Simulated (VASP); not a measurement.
# Ga: single point with PBE

Ga:

```
CELL_PARAMETERS angstrom
2.72284 0.00000 0.00000
0.00000 2.72284 0.00000
0.00000 0.00000 2.72284
ATOMIC_POSITIONS crystal
Ga 0.00000 0.00000 0.00000
```

```
Program                : VASP 6.6.1
Task                   : single point
Functional             : PBE
Potentials or basis    : VASP PAW PBE potentials, release 64 (Ga_d)
Cutoff                 : 520 eV
k mesh                 : 10 × 10 × 10
Occupations            : methfessel-paxton, width 0.05 eV
Spin                   : no spin polarisation
Dipole correction      : no
Further INCAR settings : ALGO = Normal; EDIFF = 1e-06; NBANDS = 12
```

```yaml
Pressure: 0.3 GPa
```

Levels at points of the mesh, in eV from the Fermi level:
| k point | band 3 | band 4 | band 5 | band 6 | band 7 | band 8 | band 9 | band 10 |
| --- | --- | --- | --- | --- | --- | --- | --- | --- |
| (0.00, 0.00, 0.00) | -14.58 | -14.58 | -14.58 | -10.50 | 8.92 | 8.92 | 8.92 | 11.85 |
| (0.50, 0.00, 0.00) | -14.72 | -14.72 | -14.57 | -6.18 | -4.06 | 12.31 | 12.31 | 15.53 |
| (0.50, 0.50, 0.00) | -14.70 | -14.70 | -14.45 | -1.67 | -0.64 | -0.64 | 4.23 | 15.78 |
| (0.50, 0.50, 0.50) | -14.91 | -14.44 | -14.44 | 2.62 | 2.62 | 2.62 | 3.69 | 8.18 |

It took 13 s on 1 thread of Intel Xeon 8259CL (shared host), peak memory 0.13 GiB.
